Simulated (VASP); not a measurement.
Write the native input for VASP 6.6.1 that does the following.

```
Task                   : single point
Functional             : r2SCAN
Potentials or basis    : VASP PAW PBE potentials, release 64 (Cs_sv)
Cutoff                 : 520 eV
k mesh                 : 6 × 6 × 2
Occupations            : gaussian, width 0.15 eV
Spin                   : no spin polarisation
Dipole correction      : no
Further INCAR settings : ALGO = Normal; EDIFF = 1e-06; NBANDS = 16
```

The system is Cs.

```
Cs
1.0
     5.72319    0.00000    0.00000
    -2.86159    4.95642    0.00000
     0.00000    0.00000    8.75786
Cs
2
Cartesian
  0.0000 3.3043 2.1895
  2.8616 1.6521 6.5684
```

This isn't the form of Cs at room conditions, which is bcc.

This cell differs from its parent crystal: ratio of the length along z to the lengths across it x 0.92, volume and fractional coordinates fixed.

These files were run (other wordings do the same):

POSCAR

```
Cs
1.0
    5.7231852801      0.0000000000      0.0000000000
   -2.8615926401      4.9564238432      0.0000000000
    0.0000000000      0.0000000000      8.7578639746
Cs
2
Direct
    0.3333333333      0.6666666667      0.2500000000
    0.6666666667      0.3333333333      0.7500000000
```

INCAR.step1

```
ALGO = Normal
EDIFF = 1E-4
ENCUT = 520
GGA = PE
ISMEAR = 0
LASPH = T
LCHARG = F
LREAL = F
LWAVE = T
NBANDS = 16
NELM = 100
PREC = Accurate
SIGMA = 0.15
```

INCAR.step2

```
ALGO = Normal
EDIFF = 1E-6
ENCUT = 520
ISIF = 2
ISMEAR = 0
ISTART = 1
LASPH = T
LCHARG = T
LELF = T
LMIXTAU = T
LREAL = F
LVHAR = T
LWAVE = F
METAGGA = R2SCAN
NBANDS = 16
NELM = 100
PREC = Accurate
SIGMA = 0.15
```

KPOINTS

```
k-points
0
Gamma
  6 6 2
```

Potentials or basis: VASP PAW PBE potentials, release 64 (Cs_sv).

The run is started by

```console
$ cat potpaw_PBE.64/Cs_sv/POTCAR > POTCAR
$ cp INCAR.step1 INCAR
$ mpirun -np 1 vasp_std > vasp.out
$ cp INCAR.step2 INCAR
$ mpirun -np 1 vasp_std > vasp.out
```

Results of the run:

The pressure is 0.0 GPa and the band gap on the k mesh is zero (bands 9 and 10 overlap by 1.78 eV).

Caveat: the PAW data sets were made with another functional, which shifts forces and pressure a little; spin-orbit coupling is left out, which moves the levels of the heavy elements.

Wall time 2.9 min on 1 thread of Intel(R) Xeon(R) 6975P-C (Granite Rapids), with other jobs on the host, peak memory 0.43 GiB.
